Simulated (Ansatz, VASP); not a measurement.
## One calculation of TlBr, two programs

The input INCAR:

```
ALGO     = Normal         # electronic algorithm
EDIFF    = 1E-6           # SCF threshold, eV
ENCUT    = 500            # plane-wave cutoff, eV
GGA      = PE             # functional
GGA_COMPAT= False        
ISIF     = 2              # what is computed and relaxed
ISMEAR   = -1             # smearing method
LASPH    = True           # aspherical terms in the spheres
LCHARG   = False          # write CHGCAR
LORBIT   = 11             # projections on sites
LORBMOM  = True         
LREAL    = False          # projectors in reciprocal space
LSORBIT  = True           # spin-orbit coupling
LWAVE    = False          # write WAVECAR
MAGMOM   = 0 0 0 0 0 0    # initial moments
NBANDS   = 32             # bands
NELM     = 200            # most SCF steps
PREC     = Accurate       # precision mode
SIGMA    = 0.03           # smearing width, eV
```

File KPOINTS:

```
k-points
0
Gamma
  8 8 8
```

File POSCAR:

```
TlBr
1.0
    3.9700000000      0.0000000000      0.0000000000
    0.0000000000      3.9700000000      0.0000000000
    0.0000000000      0.0000000000      3.9700000000
Tl Br
1 1
Direct
    0.0000000000      0.0000000000      0.0000000000
    0.5000000000      0.5000000000      0.5000000000
```

Input for Ansatz:

```yaml
crystal:
  lattice:
    - [3.97, 0.0, 0.0]
    - [0.0, 3.97, 0.0]
    - [0.0, 0.0, 3.97]
  atoms:
    - { symbol: Tl, position: [0.0, 0.0, 0.0] }
    - { symbol: Br, position: [0.5, 0.5, 0.5] }
kpoints:
  mp_grid: { grid: [8, 8, 8] }
  band_path:
    path:
      - [0.0, 0.0, 0.0]
      - [0.0, 0.5, 0.0]
      - [0.5, 0.5, 0.0]
      - [0.0, 0.0, 0.0]
      - [0.5, 0.5, 0.5]
      - [0.0, 0.5, 0.0]
      - [0.5, 0.5, 0.5]
      - [0.5, 0.5, 0.0]
    npoints: 5
scf:
  occupations: { method: fermi_dirac, width: 0.03 }
hamiltonian:
  xc: pbe
  pseudopotentials: { kind: all_electron, lapw: { basis_error: 0.001 } }
output:
  forces: true
  stress: true
  eigenvalues: true
magnetization:
  noncollinear: true
  spin_orbit: true
```

Alike in both runs: task single point; functional PBE; k mesh 8 × 8 × 8; occupations fermi-dirac, width 0.03 eV; non-collinear spin, spin-orbit coupling.

|  | VASP | Ansatz |
| --- | --- | --- |
| version | VASP 6.6.1 | Ansatz 0.2.0 |
| potentials or method | VASP PAW PBE potentials, release 64 (Tl_d, Br), cutoff 500 eV | all-electron LAPW |

Ansatz gave:

```
pressure (GPa)           : 1.2
net moment per atom (μB) : 0.00
```

Question: Which values does VASP return?

Answer: Pressure (GPa): 1.3; net moment per atom (μB): 0.00.

Ansatz ran all-electron here, and VASP with PAW potentials.
